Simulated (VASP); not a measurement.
Here is a VASP 6.6.1 calculation.

Contents of POSCAR:

```
Ta
1.0
   -1.6533592789      1.6533592789      1.6533592789
    1.6533592789     -1.6533592789      1.6533592789
    1.6533592789      1.6533592789     -1.6533592789
Ta
1
Direct
    0.0000000000      0.0000000000      0.0000000000
```

File INCAR.step1:

```
PREC = Accurate ; ENCUT = 520
ISMEAR = -1 ; SIGMA = 0.1
LREAL = False ; LASPH = True
NELM = 80 ; NBANDS = 12
GGA = PE ; ALGO = Normal
EDIFF = 1E-4 ; LWAVE = True
LCHARG = False
```

File INCAR.step2:

```
PREC = Accurate ; ENCUT = 520
EDIFF = 1E-6 ; ISMEAR = -1
SIGMA = 0.1 ; LREAL = False
LASPH = True ; NELM = 80
ALGO = Normal ; ISIF = 2
LWAVE = False ; LCHARG = True
METAGGA = R2SCAN ; LMIXTAU = True
LELF = True ; LVHAR = True
NBANDS = 12 ; ISTART = 1
```

Contents of KPOINTS:

```
Automatic mesh
0
Gamma
  13 13 13
```

Potentials or basis: VASP PAW PBE potentials, release 64 (Ta_pv).

Run with:

```console
$ cat potpaw_PBE.64/Ta_pv/POTCAR > POTCAR
$ cp INCAR.step1 INCAR
$ mpirun -np 1 vasp_std > vasp.out
$ cp INCAR.step2 INCAR
$ mpirun -np 1 vasp_std > vasp.out
```

**Question.** Predict the pressure.

**Answer.** 0.6 GPa.

Caveat: the PAW data sets were made with another functional, which shifts forces and pressure a little.
